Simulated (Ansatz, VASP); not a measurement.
# Two plane-wave programs on MnGa3As4

Contents of INCAR:

```
SYSTEM = MnGa3As4
PREC = Accurate ; ENCUT = 520
EDIFF = 1E-6 ; ISMEAR = -1
SIGMA = 0.1 ; LREAL = Auto
LASPH = .TRUE. ; NELM = 150
ALGO = Normal ; ISIF = 2
LWAVE = .FALSE. ; LCHARG = .FALSE.
ISPIN = 2 ; MAGMOM = 3.6 -3.6 0 0 0 0 0 0 0 0 0 0 0 0 0 0
LORBIT = 11 ; LMAXMIX = 4
GGA = PE ; NBANDS = 90
ISYM = 0
```

KPOINTS

```
regular mesh
0
G
  1 1 1
  0 0 0
```

Contents of POSCAR:

```
MnGa3As4
1.0
   11.3200000000      0.0000000000      0.0000000000
    0.0000000000      5.6600000000      0.0000000000
    0.0000000000      0.0000000000      5.6600000000
Mn Ga As
2 6 8
Direct
    0.0001067000      0.0093380000      0.0080409000
    0.5021918000      0.4903018000      0.4991735000
    0.0016570000      0.5030702000      0.4854438000
    0.2501918000      0.0123285000      0.5080789000
    0.2441515000      0.5032460000      0.0002490000
    0.4957531000      0.0021346000      0.9992459000
    0.7478519000      0.9994119000      0.5002890000
    0.7533028000      0.4973794000      0.9934753000
    0.1289719000      0.2468124000      0.2633515000
    0.1261073000      0.7491471000      0.7453624000
    0.3709513000      0.2506224000      0.7472603000
    0.3752600000      0.7538657000      0.2598983000
    0.6261096000      0.2390176000      0.2675485000
    0.6293383000      0.7473862000      0.7476190000
    0.8737004000      0.2429498000      0.7449165000
    0.8727849000      0.7683002000      0.2513953000
```

Input for Ansatz:

```yaml
crystal:
  lattice:
    - [11.32, 0, 0]
    - [0, 5.66, 0]
    - [0, 0, 5.66]
  symmetry: { detect: false, time_reversal: true }
  atoms:
    - { symbol: Mn, position: [0.0001067, 0.009338, 0.0080409], spin: 3.6 }
    - { symbol: Ga, position: [0.001657, 0.5030702, 0.4854438] }
    - { symbol: Ga, position: [0.2501918, 0.0123285, 0.5080789] }
    - { symbol: Ga, position: [0.2441515, 0.503246, 0.000249] }
    - { symbol: As, position: [0.1289719, 0.2468124, 0.2633515] }
    - { symbol: As, position: [0.1261073, 0.7491471, 0.7453624] }
    - { symbol: As, position: [0.3709513, 0.2506224, 0.7472603] }
    - { symbol: As, position: [0.37526, 0.7538657, 0.2598983] }
    - { symbol: Ga, position: [0.4957531, 0.0021346, 0.9992459] }
    - { symbol: Mn, position: [0.5021918, 0.4903018, 0.4991735], spin: -3.6 }
    - { symbol: Ga, position: [0.7478519, 0.9994119, 0.500289] }
    - { symbol: Ga, position: [0.7533028, 0.4973794, 0.9934753] }
    - { symbol: As, position: [0.6261096, 0.2390176, 0.2675485] }
    - { symbol: As, position: [0.6293383, 0.7473862, 0.747619] }
    - { symbol: As, position: [0.8737004, 0.2429498, 0.7449165] }
    - { symbol: As, position: [0.8727849, 0.7683002, 0.2513953] }
hamiltonian:
  xc: pbe
  pseudopotentials: { kind: paw }
kpoints:
  mp_grid: { grid: [1, 1, 1], shift: [0, 0, 0] }
magnetization:
  spin_polarized: true
scf:
  occupations: { method: fermi_dirac }
  lower_state_search: standard
```

Alike in both runs: task single point; functional PBE; k mesh 1 × 1 × 1; collinear spin.

|  | VASP | Ansatz |
| --- | --- | --- |
| version | VASP 6.6.1 | Ansatz development build ahead of 0.2.0 |
| potentials or method | VASP PAW PBE potentials, release 64 (Mn_pv, Ga_d, As) | PAW (an earlier, plane waves, scalar-relativistic |
| plane-wave cutoff (eV) | 520 | 1020 |
| occupations | fermi-dirac, width 0.1 eV | fermi-dirac |

|  | VASP | Ansatz | Ansatz less VASP |
| --- | --- | --- | --- |
| net moment per atom (μB) | 0.06 | 0.37 | +0.308 |
| size of the moment on the site where the two differ most (μB) | 1.73 | 3.05 | +1.319 |

The net moments are unlike, so the other rows may belong to different states. Site moments also hang on the region over which each program counts them. Ansatz's warnings: seeded moment not kept.

The k mesh is coarse, so the values compare programs but aren't converged.
